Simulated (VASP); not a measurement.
## AlNi: single point with PBE

The system is AlNi.

```
Al Ni
1.0
     2.96504    0.00000    0.00000
     0.00000    2.96504    0.00000
     0.00000    0.00000    2.96504
Al Ni
1 1
Direct
  0.00000 0.00000 0.96543
  0.50000 0.50000 0.51589
```

```json
{
 "Program": "VASP 6.6.1",
 "Task": "single point",
 "Functional": "PBE",
 "Potentials or basis": "VASP PAW PBE potentials, release 64 (Al, Ni)",
 "Cutoff": "520 eV",
 "k mesh": "16 × 16 × 16",
 "Occupations": "gaussian, width 0.15 eV",
 "Spin": "no spin polarisation"
}
```

```yaml
Pressure: -8.8 GPa
Largest_force: 0.620 eV/Å
```

Forces on the atoms (eV/Å):
```
Al   0.000  0.000  0.620
Ni   0.000  0.000 -0.620
```

Stress tensor (GPa, compression positive):
```
-8.56  0.00  0.00
 0.00 -8.56  0.00
 0.00  0.00 -9.16
```

Levels at points of the mesh, in eV from the Fermi level:
| k point | band 4 | band 5 | band 6 | band 7 | band 8 | band 9 | band 10 | band 11 |
| --- | --- | --- | --- | --- | --- | --- | --- | --- |
| (0.00, 0.00, 0.00) | -1.40 | -1.38 | -1.38 | 5.15 | 5.15 | 5.18 | 7.86 | 7.87 |
| (0.50, 0.00, 0.00) | -2.03 | -2.00 | -1.31 | -0.62 | 8.19 | 9.61 | 9.70 | 9.94 |
| (0.00, 0.00, 0.50) | -2.01 | -2.01 | -1.33 | -0.59 | 8.21 | 9.43 | 9.43 | 10.23 |
| (0.50, 0.50, 0.00) | -2.70 | -1.79 | -1.79 | -0.92 | 1.31 | 2.06 | 11.42 | 13.90 |
| (0.00, 0.50, 0.50) | -2.51 | -1.87 | -1.84 | -0.92 | 1.34 | 2.06 | 11.38 | 14.34 |
| (0.50, 0.50, 0.50) | -0.90 | -0.89 | 2.00 | 2.00 | 2.11 | 2.86 | 4.16 | 4.16 |

Run time: 2.7 min on 1 thread of AMD EPYC 7R13, on a shared host, peak memory 0.24 GiB.

Spin polarisation is off, so any magnetic state and its effect on volume and gap are missing.
